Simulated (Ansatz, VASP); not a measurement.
TiAl3 in VASP and in Ansatz

INCAR

```
ALGO     = Fast           # electronic algorithm
EDIFF    = 1E-6           # SCF threshold, eV
ENCUT    = 520            # plane-wave cutoff, eV
GGA      = CA             # functional
ISIF     = 2              # what is computed and relaxed
ISMEAR   = 0              # smearing method
LASPH    = True           # aspherical terms in the spheres
LCHARG   = False          # write CHGCAR
LREAL    = False          # projectors in reciprocal space
LWAVE    = False          # write WAVECAR
NBANDS   = 31             # bands
NELM     = 80             # most SCF steps
PREC     = Accurate       # precision mode
SIGMA    = 0.15           # smearing width, eV
```

KPOINTS

```
k-points
0
Gamma
  10 8 8
```

The input POSCAR:

```
TiAl3
1.0
   -3.9105245017      0.0000000000      0.0000000000
    0.0000000000      3.9105245017      3.9105245017
    0.0000000000      3.9105245017     -3.9105245017
Ti Al
2 6
Direct
    0.0000000000      0.4966500657      0.4966500657
    0.0000000000      0.0033499343      0.0033499343
    0.5000000000      0.7453970369      0.7546029631
    0.5000000000      0.2546029631      0.2453970369
    0.5000000000      0.7453970369      0.2453970369
    0.5000000000      0.2546029631      0.7546029631
    0.0000000000      0.5022556762     -0.0022556762
    0.0000000000     -0.0022556762      0.5022556762
```

Input for Ansatz:

```yaml
crystal:
  lattice:
    - [-3.9105245017, 0.0, 0.0]
    - [0.0, 3.9105245017, 3.9105245017]
    - [0.0, 3.9105245017, -3.9105245017]
  atoms:
    - { symbol: Ti, position: [0.0, 0.4966500657, 0.4966500657] }
    - { symbol: Ti, position: [0.0, 0.0033499343, 0.0033499343] }
    - { symbol: Al, position: [0.5, 0.7453970369, 0.7546029631] }
    - { symbol: Al, position: [0.5, 0.2546029631, 0.2453970369] }
    - { symbol: Al, position: [0.5, 0.7453970369, 0.2453970369] }
    - { symbol: Al, position: [0.5, 0.2546029631, 0.7546029631] }
    - { symbol: Al, position: [0.0, 0.5022556762, -0.0022556762] }
    - { symbol: Al, position: [0.0, -0.0022556762, 0.5022556762] }
basis:
  ecutwfc: 520.0
kpoints:
  mp_grid: { grid: [10, 8, 8] }
hamiltonian:
  xc: lda
  pseudopotentials: { kind: paw, azcp: { folder: soft_1 } }
scf:
  occupations: { method: gaussian, width: 0.15 }
output:
  forces: true
  stress: true
  eigenvalues: true
```

Change from the starting cell: mode 4 frozen in at -0.026 Å and mode 18 at -0.036 Å (largest displacements).

Alike in both runs: task single point; functional LDA; k mesh 10 × 8 × 8; occupations gaussian, width 0.15 eV; no spin polarisation.

```csv
,VASP,Ansatz
version,VASP 6.6.1,Ansatz 0.2.0
potentials or method,"VASP PAW LDA potentials, release 64 (Ti_sv, Al), cutoff 520 eV","scalar-relativistic, plane waves, PAW"
valence electrons in the cell,42,42
```

Ansatz gave:

| Item | Value |
| --- | --- |
| gap on the k mesh at the Fermi level (eV) | none |
| pressure (GPa) | 0.2 |
| traceless stress, the component that is largest in VASP (GPa) | -0.17 |
| rms of the force components (eV/Å) | 0.143 |

Problem. What did VASP give for the same quantities?

Solution. gap on the k mesh at the Fermi level (eV): none; pressure (GPa): 0.4; traceless stress, the component that is largest in VASP (GPa): -0.17; rms of the force components (eV/Å): 0.145.

Ansatz warns that its potentials were made for another functional, while VASP's fit it. LDA's correlation is that of Perdew and Zunger in VASP and of Perdew and Wang (1992) in Ansatz. Atom by atom the forces differ by 0.001 eV/Å (rms over components). A gap of «none» marks a metal or a gap that the smearing closes.
